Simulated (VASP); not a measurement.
Sr, 2 atoms in the cell. The structure is monoclinic, space group C2/m (No. 12). Conventional cell: a = 6.409 Å, b = 4.670 Å, c = 4.670 Å, α = 90.00°, β = 133.23°, γ = 90.00°. Within 5.2 Å of Sr (site symmetry 2/m) lie 14 Sr at 3.97 to 4.68 Å.  This cell differs from its parent crystal: shear of c along a, cell held: +6.0 %.

- Program: VASP 6.6.1
- Task: single point
- Functional: PBEsol
- Potentials or basis: VASP PAW PBE potentials, release 64 (Sr_sv)
- Cutoff: 520 eV
- k mesh: 12 × 12 × 12
- Occupations: gaussian, width 0.1 eV
- Spin: no spin polarisation
- Dipole correction: no
- Further INCAR settings: ALGO = Fast; EDIFF = 1e-07; NBANDS = 17

Potentials or basis: VASP PAW PBE potentials, release 64 (Sr_sv).

Run with:

```bash
$ cat potpaw_PBE.64/Sr_sv/POTCAR > POTCAR
$ mpirun -np 1 vasp_std > vasp.out
```

Hardware: 1 thread of Oxide Virtual Turin-like Processor, on a shared host.

Question: Estimate the wall time of this run.

Answer: Run time: 10 min on 1 thread of Oxide Virtual Turin-like Processor, with other jobs on the host, peak memory 0.76 GiB. Counts: scf iterations 17, k points 518.
